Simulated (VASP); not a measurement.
Set up this calculation in VASP 6.6.1, as the native input.

| Quantity | Value |
| --- | --- |
| Task | single point |
| Functional | PBE |
| Potentials or basis | VASP PAW PBE potentials, release 64 (Sc_sv, F) |
| Cutoff | 600 eV |
| k mesh | 4 × 4 × 4 |
| Occupations | gaussian, width 0.2 eV |
| Spin | no spin polarisation |
| Dipole correction | no |
| Further INCAR settings | ALGO = Normal; EDIFF = 1e-06; NBANDS = 36 |

The structure of ScF6 lies in POSCAR:

```
ScF6
1.0
   -2.9190534410      2.9190534410      2.9190534410
    2.9190534410     -2.9190534410      2.9190534410
    2.9190534410      2.9190534410     -2.9190534410
Sc F
1 6
Direct
    0.0000000000      0.0000000000      0.0000000000
    0.5000000000      0.7494271627      0.2494271627
    0.5000000000      0.2505728373      0.7505728373
    0.2494271627      0.5000000000      0.7494271627
    0.7505728373      0.5000000000      0.2505728373
    0.7494271627      0.2494271627      0.5000000000
    0.2505728373      0.7505728373      0.5000000000
```

The cell was generated, and may not be a known phase.

These files were run (other wordings do the same):

INCAR

```
  ALGO = Normal
  EDIFF = 1E-6
  ENCUT = 600
  GGA = PE
  GGA_COMPAT = F
  ISIF = 2
  ISMEAR = 0
  LASPH = T
  LCHARG = T
  LELF = T
  LREAL = F
  LVHAR = T
  LWAVE = F
  NBANDS = 36
  NELM = 120
  PREC = Accurate
  SIGMA = 0.2
```

KPOINTS

```
k-points
0
Gamma
  4 4 4
```

Potentials or basis: VASP PAW PBE potentials, release 64 (Sc_sv, F).

Launch:

```bash
$ cat potpaw_PBE.64/Sc_sv/POTCAR potpaw_PBE.64/F/POTCAR > POTCAR
$ mpirun -np 1 vasp_std > vasp.out
```

Results of the run:

- Pressure: 0.0 GPa
- Band gap on the k mesh: zero (an odd number of electrons rules out a gap without spin polarisation)

Caveat: the k points lie up to 0.38 Å⁻¹ apart, too coarse for converged energies and pressures of a metal; an odd number of electrons without spin polarisation forces a metal; a magnetic or distorted state may lie lower.

It took 3.6 min on 1 thread of Intel Xeon 8259CL, with other jobs on the host, peak memory 0.25 GiB.
